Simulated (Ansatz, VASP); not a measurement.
Two plane-wave programs on CdHg2S3

```
Cd Hg S
1.0
     4.22681    0.00000    0.00000
    -2.11341    3.66052    0.00000
     0.00000    0.00000   20.67021
Cd Hg S
2 4 6
Direct
  0.66667 0.33333 0.83266
  0.33333 0.66667 0.33266
  0.66667 0.33333 0.16734
  0.66667 0.33333 0.49939
  0.33333 0.66667 0.99939
  0.33333 0.66667 0.66734
  0.66667 0.33333 0.29309
  0.66667 0.33333 0.62506
  0.66667 0.33333 0.95745
  0.33333 0.66667 0.12506
  0.33333 0.66667 0.45745
  0.33333 0.66667 0.79309
```

Alike in both runs: functional PBE; k mesh 6 × 6 × 1; occupations gaussian, width 0.1 eV; no spin polarisation.

Ansatz relaxed the structure, and its values are those at the end. VASP's run is a single point on that final structure, the one shown.

```csv
,VASP,Ansatz
version,VASP 6.6.1,Ansatz 0.2.0
potentials or method,"VASP PAW PBE potentials, release 64 (Cd, Hg, S), cutoff 520 eV","scalar-relativistic, plane waves, PAW"
valence electrons in the cell,108,156
```

```tsv
	VASP	Ansatz	Ansatz less VASP
gap on the k mesh at the Fermi level (eV)	none	none	-
pressure (GPa)	0.2	0.0	-0.25
rms of the force components (eV/Å)	0.005	0.006	+0.0005
```

A gap of «none» marks a metal or a gap that the smearing closes. VASP's potentials hold 108 valence electrons a cell and Ansatz's 156, so a difference there can come from the potentials and not from the codes.

Neither program's run includes spin-orbit coupling.
